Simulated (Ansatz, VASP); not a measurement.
## GaSb: VASP beside Ansatz

File INCAR:

```
ALGO     = Normal         # electronic algorithm
EDIFF    = 1E-6           # SCF threshold, eV
ENCUT    = 520            # plane-wave cutoff, eV
GGA      = PE             # functional
ISIF     = 2              # what is computed and relaxed
ISMEAR   = 0              # smearing method
LASPH    = True           # aspherical terms in the spheres
LCHARG   = False          # write CHGCAR
LREAL    = False          # projectors in reciprocal space
LWAVE    = False          # write WAVECAR
NBANDS   = 16             # bands
NELM     = 80             # most SCF steps
PREC     = Accurate       # precision mode
SIGMA    = 0.15           # smearing width, eV
```

Contents of KPOINTS:

```
k-points
0
Gamma
  16 16 16
```

File POSCAR:

```
GaSb
1.0
   -2.9595500000      2.9595500000      1.5811567257
    2.9595500000     -2.9595500000      1.5811567257
    2.9595500000      2.9595500000     -1.5811567257
Ga Sb
1 1
Direct
    0.2500000000      0.7500000000      0.5000000000
    0.0000000000      0.0000000000      0.0000000000
```

Input for Ansatz:

```yaml
crystal:
  lattice:
    - [-2.95955, 2.95955, 1.5811567257]
    - [2.95955, -2.95955, 1.5811567257]
    - [2.95955, 2.95955, -1.5811567257]
  atoms:
    - { symbol: Ga, position: [0.25, 0.75, 0.5] }
    - { symbol: Sb, position: [0.0, 0.0, 0.0] }
basis:
  ecutwfc: 420
kpoints:
  mp_grid: { grid: [16, 16, 16] }
hamiltonian:
  xc: pbe
  pseudopotentials: { kind: paw, azcp: { folder: soft_1 } }
scf:
  occupations: { method: gaussian, width: 0.15 }
output:
  forces: true
  stress: true
  eigenvalues: true
```

Alike in both runs: task single point; functional PBE; k mesh 16 × 16 × 16; occupations gaussian, width 0.15 eV; no spin polarisation.

|  | VASP | Ansatz |
| --- | --- | --- |
| version | VASP 6.6.1 | Ansatz 0.2.0 |
| potentials or method | VASP PAW PBE potentials, release 64 (Ga_d, Sb), cutoff 520 eV | scalar-relativistic, plane waves, PAW |
| valence electrons in the cell | 18 | 28 |

|  | VASP | Ansatz | Ansatz less VASP |
| --- | --- | --- | --- |
| gap on the k mesh at the Fermi level (eV) | none | none | - |
| pressure (GPa) | -5.0 | -5.0 | +0.09 |
| traceless stress, the component that is largest in VASP (GPa) | 1.60 | 1.61 | +0.013 |

A gap of «none» marks a metal or a gap that the smearing closes. VASP's potentials hold 18 valence electrons a cell and Ansatz's 28, so a difference there can come from the potentials and not from the codes.

Spin-orbit coupling is off throughout.
